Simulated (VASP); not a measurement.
Wanted: the native input for a VASP 6.6.1 run.

| Quantity | Value |
| --- | --- |
| Task | single point |
| Functional | r2SCAN |
| Potentials or basis | VASP PAW PBE potentials, release 64 (Ag, Cl) |
| Cutoff | 520 eV |
| k mesh | 8 × 8 × 8 |
| Occupations | gaussian, width 0.01 eV |
| Spin | no spin polarisation |
| Dipole correction | no |
| Further INCAR settings | ALGO = Normal; EDIFF = 1e-07; NBANDS = 16 |

Crystal: AgCl.

```
Ag Cl
1.0
     0.00000    2.75932    2.78801
     2.75932    0.00000    2.78801
     2.75932    2.75932    0.00000
Ag Cl
1 1
Direct
  0.00000 0.00000 0.00000
  0.50000 0.50000 0.50000
```

This cell differs from its parent crystal: epitaxial xy strain -0.5%.

The input as run:

POSCAR

```
AgCl
1.0
    0.0000000000      2.7593178950      2.7880058380
    2.7593178950      0.0000000000      2.7880058380
    2.7593178950      2.7593178950      0.0000000000
Ag Cl
1 1
Direct
    0.0000000000      0.0000000000      0.0000000000
    0.5000000000      0.5000000000      0.5000000000
```

INCAR.step1

```
PREC = Accurate
ENCUT = 520
ISMEAR = 0
SIGMA = 0.01
LREAL = False
LASPH = True
NELM = 80
NBANDS = 16
GGA = PE
ALGO = Normal
EDIFF = 1E-4
LWAVE = True
LCHARG = False
```

INCAR.step2

```
PREC = Accurate
ENCUT = 520
EDIFF = 1E-7
ISMEAR = 0
SIGMA = 0.01
LREAL = False
LASPH = True
NELM = 80
ALGO = Normal
ISIF = 2
LWAVE = False
LCHARG = True
METAGGA = R2SCAN
LMIXTAU = True
LELF = True
LVHAR = True
NBANDS = 16
ISTART = 1
```

KPOINTS

```
regular mesh
0
Gamma
  8 8 8
```

Potentials or basis: VASP PAW PBE potentials, release 64 (Ag, Cl).

The run is started by

```sh
$ cat potpaw_PBE.64/Ag/POTCAR potpaw_PBE.64/Cl/POTCAR > POTCAR
$ cp INCAR.step1 INCAR
$ mpirun -np 1 vasp_std > vasp.out
$ cp INCAR.step2 INCAR
$ mpirun -np 1 vasp_std > vasp.out
```

Results of the run:

The pressure is 0.1 GPa. The band gap on the k mesh is 1.39 eV (least direct gap 3.71 eV).

Caveat: the cell differs from its parent crystal (epitaxial xy strain -0.5%); the PAW data sets were made with another functional, which shifts forces and pressure a little.

Run time: 90 s on 1 thread of Intel(R) Xeon(R) 6975P-C (Granite Rapids) (shared host), peak memory 0.19 GiB.
